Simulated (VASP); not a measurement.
# Ga32HO48 (a cell with a defect) (H interstitial hop between voids): single point with PBE

The system is Ga32HO48 (a cell with a defect) (H interstitial hop between voids).

```
CELL_PARAMETERS angstrom
5.05795 2.92021 9.08262
-5.05795 2.92021 9.08262
0.00000 -5.84042 9.08262
ATOMIC_POSITIONS crystal
Ga 0.43129 0.42519 0.42543
Ga 0.31984 0.32120 0.32375
Ga 0.06657 0.06833 0.07041
Ga 0.18234 0.18452 0.14610
Ga 0.42742 0.42834 0.92733
Ga 0.32855 0.32657 0.80990
Ga 0.06585 0.06719 0.60289
Ga 0.18111 0.18299 0.67976
Ga 0.43337 0.92520 0.43195
Ga 0.32419 0.81679 0.31876
Ga 0.07266 0.56761 0.07432
Ga 0.17944 0.67467 0.17752
Ga 0.42954 0.92778 0.92586
Ga 0.32192 0.82024 0.82439
Ga 0.07300 0.57359 0.56970
Ga 0.17699 0.67995 0.67760
Ga 0.92654 0.42594 0.43322
Ga 0.82353 0.32306 0.31766
Ga 0.56972 0.07257 0.07296
Ga 0.67601 0.17667 0.18064
Ga 0.92750 0.43104 0.92455
Ga 0.81885 0.32183 0.82580
Ga 0.57496 0.07052 0.57257
Ga 0.68175 0.17689 0.67652
Ga 0.92846 0.92972 0.42663
Ga 0.82475 0.81821 0.32471
Ga 0.57274 0.57123 0.07163
Ga 0.67674 0.67841 0.17916
Ga 0.92343 0.92112 0.94007
Ga 0.82136 0.82229 0.82298
Ga 0.57133 0.57288 0.57122
Ga 0.67852 0.67693 0.67885
O 0.37789 0.22355 0.02117
O 0.20216 0.04564 0.37688
O 0.03082 0.36767 0.22048
O 0.12327 0.27640 0.47996
O 0.46928 0.12395 0.27987
O 0.27649 0.47041 0.12601
O 0.37770 0.22260 0.52693
O 0.22429 0.02547 0.87514
O 0.02570 0.37742 0.72295
O 0.12964 0.27873 0.95910
O 0.47535 0.12473 0.77457
O 0.27906 0.47736 0.61862
O 0.37548 0.72231 0.02723
O 0.22395 0.52639 0.37432
O 0.02715 0.87178 0.22344
O 0.12561 0.78011 0.47067
O 0.47602 0.62264 0.27567
O 0.27689 0.97289 0.12398
O 0.37164 0.73131 0.52299
O 0.22370 0.52645 0.87377
O 0.02601 0.87164 0.72957
O 0.12506 0.77439 0.97587
O 0.47201 0.62512 0.77640
O 0.27721 0.97270 0.62643
O 0.87225 0.22388 0.02728
O 0.72330 0.02572 0.37593
O 0.52661 0.37432 0.22324
O 0.62870 0.27630 0.47153
O 0.97337 0.12646 0.27024
O 0.77812 0.47400 0.12218
O 0.88135 0.21932 0.52985
O 0.72313 0.02586 0.87680
O 0.52835 0.37567 0.71992
O 0.62259 0.27576 0.97552
O 0.97121 0.12008 0.79051
O 0.77557 0.47154 0.62837
O 0.87410 0.72122 0.03059
O 0.72463 0.52512 0.37516
O 0.51830 0.87808 0.22762
O 0.62741 0.77342 0.47471
O 0.97347 0.62062 0.27884
O 0.77250 0.97060 0.13158
O 0.87539 0.72301 0.52704
O 0.72274 0.52688 0.87526
O 0.52756 0.87430 0.72311
O 0.62459 0.77771 0.97403
O 0.97379 0.62710 0.77488
O 0.77928 0.97325 0.62431
H 0.10420 0.14402 0.37436
```

* Program: VASP 6.6.1
* Task: single point
* Functional: PBE
* Potentials or basis: VASP PAW PBE potentials, release 64 (Ga_d, O, H)
* Cutoff: 520 eV
* k mesh: 1 × 1 × 1
* Occupations: fermi-dirac, width 0.01 eV
* Spin: no spin polarisation
* Dipole correction: no
* Charge: -1
* Further INCAR settings: LREAL = Auto; ALGO = Normal; EDIFF = 1e-07; NBANDS = 398; NELECT = 706.0

| Quantity | Value |
| --- | --- |
| Largest force | 0.135 eV/Å |

Forces in eV/Å, atoms in the order of the input:
```
Ga  -0.011 -0.002  0.021
Ga  -0.002  0.005  0.012
Ga  -0.007  0.007  0.009
Ga  -0.004 -0.009  0.019
Ga  -0.005 -0.008  0.015
Ga  -0.009 -0.012 -0.014
Ga  -0.010 -0.016  0.001
Ga  -0.004 -0.010  0.004
Ga  -0.012  0.010 -0.002
Ga  -0.016 -0.007 -0.004
Ga   0.007  0.008 -0.020
Ga   0.003 -0.015  0.019
Ga   0.003 -0.004  0.012
Ga   0.013 -0.005 -0.004
Ga  -0.003 -0.002 -0.004
Ga   0.002 -0.001  0.001
Ga   0.011  0.017 -0.010
Ga   0.008 -0.008 -0.001
Ga   0.003  0.003 -0.006
Ga  -0.002  0.005  0.009
Ga   0.007 -0.007  0.010
Ga  -0.005  0.010 -0.012
Ga   0.002  0.004 -0.018
Ga   0.014  0.013  0.017
Ga  -0.005 -0.002 -0.006
Ga  -0.013  0.000 -0.020
Ga  -0.008 -0.002 -0.007
Ga   0.002 -0.009  0.014
Ga  -0.014  0.016  0.012
Ga  -0.001  0.003 -0.013
Ga   0.002  0.009 -0.010
Ga  -0.009 -0.001  0.007
O   -0.005  0.009  0.003
O    0.131  0.030 -0.013
O    0.004 -0.007  0.016
O    0.012 -0.005 -0.017
O   -0.005  0.001  0.001
O    0.005 -0.001 -0.002
O    0.003  0.003 -0.007
O    0.009  0.000 -0.003
O   -0.001 -0.002 -0.001
O   -0.012  0.011 -0.027
O   -0.001 -0.001 -0.002
O   -0.002  0.005 -0.004
O   -0.002 -0.001  0.000
O    0.005 -0.001  0.000
O   -0.001  0.000  0.011
O   -0.005  0.006  0.004
O   -0.005  0.000 -0.003
O    0.009 -0.010 -0.012
O   -0.002  0.003  0.002
O    0.006 -0.002  0.003
O   -0.010  0.007  0.004
O    0.003  0.001 -0.006
O    0.004  0.006  0.001
O   -0.002  0.007  0.002
O   -0.002  0.000  0.005
O    0.005  0.004  0.005
O    0.001 -0.002 -0.007
O    0.006 -0.009  0.002
O    0.010 -0.005  0.013
O   -0.001  0.008  0.000
O    0.015  0.000 -0.016
O    0.004  0.006 -0.002
O    0.003  0.001  0.003
O    0.006  0.001  0.003
O   -0.003 -0.010  0.017
O   -0.001 -0.014  0.000
O    0.000 -0.009 -0.011
O   -0.011  0.000 -0.002
O    0.000 -0.006 -0.004
O   -0.009 -0.001  0.000
O    0.001  0.009  0.008
O   -0.001 -0.004  0.003
O    0.002  0.003  0.009
O    0.001  0.001  0.001
O   -0.003  0.002 -0.004
O    0.005 -0.005 -0.002
O    0.007 -0.001 -0.004
O    0.001  0.004  0.004
H   -0.113 -0.019 -0.006
```

Levels at points of the mesh, in eV from the Fermi level:
| k point | band 349 | band 350 | band 351 | band 352 | band 353 | band 354 | band 355 | band 356 | band 357 | band 358 |
| --- | --- | --- | --- | --- | --- | --- | --- | --- | --- | --- |
| (0.00, 0.00, 0.00) | -2.75 | -2.75 | -2.73 | -2.71 | -0.27 | 2.79 | 2.81 | 3.12 | 3.28 | 3.31 |

It took 18 min on 1 thread of Intel(R) Xeon(R) Platinum 8175M CPU @ 2.50GHz (Skylake/Cascade Lake), with other jobs on the host, peak memory 1 GiB.

Caveat: the k points lie up to 0.75 Å⁻¹ apart; the cell carries a net charge on a neutralising background, which shifts energy and pressure; the cell is charged against a uniform background, so pressure and absolute levels hang on convention.
